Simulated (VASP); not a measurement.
Wanted: the native input for a VASP 6.6.1 run.

```
Task                   : single point
Functional             : PBE
Potentials or basis    : VASP PAW PBE potentials, release 64 (Cd, Te)
Cutoff                 : 520 eV
k mesh                 : 6 × 6 × 6
Occupations            : fermi-dirac, width 0.02 eV
Spin                   : non-collinear spin, zero start, spin-orbit coupling
Starting moments       : [[0.0, 0.0, 0.0], [0.0, 0.0, 0.0]] μB
Dipole correction      : no
Further INCAR settings : ALGO = Normal; EDIFF = 1e-06; NBANDS = 30
```

The structure of CdTe lies in POSCAR:

```
CdTe
1.0
    0.0000000000      3.2799012461      3.2799012461
    3.2799012461      0.0000000000      3.2799012461
    3.2799012461      3.2799012461      0.0000000000
Cd Te
1 1
Direct
    0.0000000000      0.0000000000      0.0000000000
    0.2500000000      0.2500000000      0.2500000000
```

The input as run:

INCAR

```
PREC     = Accurate       # precision mode
ENCUT    = 520            # plane-wave cutoff, eV
EDIFF    = 1E-6           # SCF threshold, eV
ISMEAR   = -1             # smearing method
SIGMA    = 0.02           # smearing width, eV
LREAL    = False          # projectors in reciprocal space
LASPH    = True           # aspherical terms in the spheres
NELM     = 150            # most SCF steps
ALGO     = Normal         # electronic algorithm
ISIF     = 2              # what is computed and relaxed
LWAVE    = False          # write WAVECAR
LCHARG   = False          # write CHGCAR
MAGMOM   = 0 0 0 0 0 0    # initial moments
LORBIT   = 11             # projections on sites
LSORBIT  = True           # spin-orbit coupling
GGA_COMPAT= False        
LORBMOM  = True         
GGA      = PE             # functional
NBANDS   = 30             # bands
```

KPOINTS

```
regular mesh
0
Gamma
  6 6 6
```

Potentials or basis: VASP PAW PBE potentials, release 64 (Cd, Te).

The run is started by

```bash
$ cat potpaw_PBE.64/Cd/POTCAR potpaw_PBE.64/Te/POTCAR > POTCAR
$ mpirun -np 1 vasp_ncl > vasp.out
```

It gave:

```json
{
  "Pressure": "1.2 GPa",
  "Net moment": "0.00 μB per cell",
  "Valence electrons inside the program's atomic spheres": "Cd 10.30; Te 3.42"
}
```

It took 48 s on 1 thread of Intel(R) Xeon(R) 6975P-C (Granite Rapids), on a shared host, peak memory 0.4 GiB.
